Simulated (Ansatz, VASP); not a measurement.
LiZn2P2 in VASP and in Ansatz

Contents of INCAR:

```
SYSTEM = LiZn2P2
  PREC = Accurate
  ENCUT = 520
  EDIFF = 1E-6
  ISMEAR = -1
  SIGMA = 0.0816
  LREAL = .FALSE.
  LASPH = .TRUE.
  NELM = 60
  ALGO = Normal
  ISIF = 2
  LWAVE = .FALSE.
  LCHARG = .FALSE.
  GGA = PE
  NBANDS = 26
```

File KPOINTS:

```
regular mesh
0
G
  5 5 3
  0 0 0
```

Contents of POSCAR:

```
LiZn2P2
1.0
    1.9297580000      3.3424370000      0.0000000000
   -1.9297580000      3.3424370000      0.0000000000
    0.0000000000      0.0000000000      6.4507020000
Zn P Li
2 2 1
Direct
    0.3333000000      0.3334000000      0.6340000000
    0.6667000000      0.6666000000      0.3660000000
    0.3333000000      0.3334000000      0.2589000000
    0.6667000000      0.6666000000      0.7411000000
    0.0000000000      0.0000000000      0.0000000000
```

Input for Ansatz:

```yaml
crystal:
  lattice:
    - [1.929758, 3.342437, 0.0]
    - [-1.929758, 3.342437, 0.0]
    - [0.0, 0.0, 6.450702]
  atoms:
    - { symbol: Zn, position: [0.3333, 0.3334, 0.634] }
    - { symbol: Zn, position: [0.6667, 0.6666, 0.366] }
    - { symbol: P, position: [0.3333, 0.3334, 0.2589] }
    - { symbol: P, position: [0.6667, 0.6666, 0.7411] }
    - { symbol: Li, position: [0.0, 0.0, 0.0] }
  symmetry: { tolerance: 0.0003 }
kpoints:
  mp_grid: { grid: [5, 5, 3], shift: [0, 0, 0] }
magnetization:
  spin_polarized: false
scf:
  occupations: { method: fermi_dirac, width: 0.0816 }
  lower_state_search: standard
hamiltonian:
  pseudopotentials: { kind: paw }
  xc: pbe
basis:
  ecutwfc: 500
output:
  forces: true
  stress: true
  eigenvalues: true
```

Alike in both runs: task single point; functional PBE; k mesh 5 × 5 × 3; occupations fermi-dirac, width 0.0816 eV; no spin polarisation.

```csv
,VASP,Ansatz
version,VASP 6.6.1,Ansatz 0.2.0
potentials or method,"VASP PAW PBE potentials, release 64 (Zn, P, Li_sv), cutoff 520 eV",PAW plane waves
valence electrons in the cell,37,37
```

|  | VASP | Ansatz | Ansatz less VASP |
| --- | --- | --- | --- |
| gap on the k mesh at the Fermi level (eV) | none | none | - |
| rms of the force components (eV/Å) | 0.362 | 0.352 | -0.0102 |

Atom by atom the forces differ by 0.011 eV/Å (rms over components). A gap of «none» marks a metal or a gap that the smearing closes. Ansatz's warnings: structure snapped to symmetry.

The k mesh is coarse, so the values compare programs but aren't converged. Noted on VASP's run: the cutoff is short for stress, so the pressure is rough.
